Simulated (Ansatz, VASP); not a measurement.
**Two plane-wave programs on LaP**

The input INCAR:

```
ALGO = Normal
EDIFF = 1E-8
ENCUT = 520
GGA = CA
ISIF = 2
ISMEAR = -1
LASPH = True
LCHARG = False
LEFG = True
LREAL = False
LWAVE = False
NBANDS = 15
NELM = 100
PREC = Accurate
SIGMA = 0.03
```

The input KPOINTS:

```
k-points
0
Gamma
  10 10 10
```

POSCAR

```
LaP
1.0
    0.0000000000      3.0715836276      3.0715836276
    3.0715836276      0.0000000000      3.0715836276
    3.0715836276      3.0715836276      0.0000000000
La P
1 1
Direct
    0.0000000000      0.0000000000      0.0000000000
    0.5000000000      0.5000000000      0.5000000000
```

Input for Ansatz:

```yaml
crystal:
  lattice:
    - [0.0, 3.0715836276, 3.0715836276]
    - [3.0715836276, 0.0, 3.0715836276]
    - [3.0715836276, 3.0715836276, 0.0]
  atoms:
    - { symbol: La, position: [0.0, 0.0, 0.0] }
    - { symbol: P, position: [0.5, 0.5, 0.5] }
kpoints:
  mp_grid: { grid: [10, 10, 10] }
scf:
  occupations: { method: fermi_dirac, width: 0.03 }
hamiltonian:
  xc: lda
  pseudopotentials: { kind: paw }
output:
  forces: true
  stress: true
  eigenvalues: true
  efg: { contact_densities: true }
```

Change from the starting cell: volume scaled by 1.06, PAW files.

Alike in both runs: task electric field gradients; functional LDA; k mesh 10 × 10 × 10; occupations fermi-dirac, width 0.03 eV; no spin polarisation.

|  | VASP | Ansatz |
| --- | --- | --- |
| version | VASP 6.6.1 | Ansatz 0.2.0 |
| potentials or method | VASP PAW LDA potentials, release 64 (La, P) | PAW with Ansatz's default frozen-core files, scalar-relativistic |
| plane-wave cutoff (eV) | 520 | 420 |
| valence electrons in the cell | 16 | 16 |

```tsv
	VASP	Ansatz	Ansatz less VASP
pressure (GPa)	-6.8	-6.7	+0.03
```

LDA's correlation is that of Perdew and Zunger in VASP and of Perdew and Wang (1992) in Ansatz.

Spin-orbit coupling is off throughout.
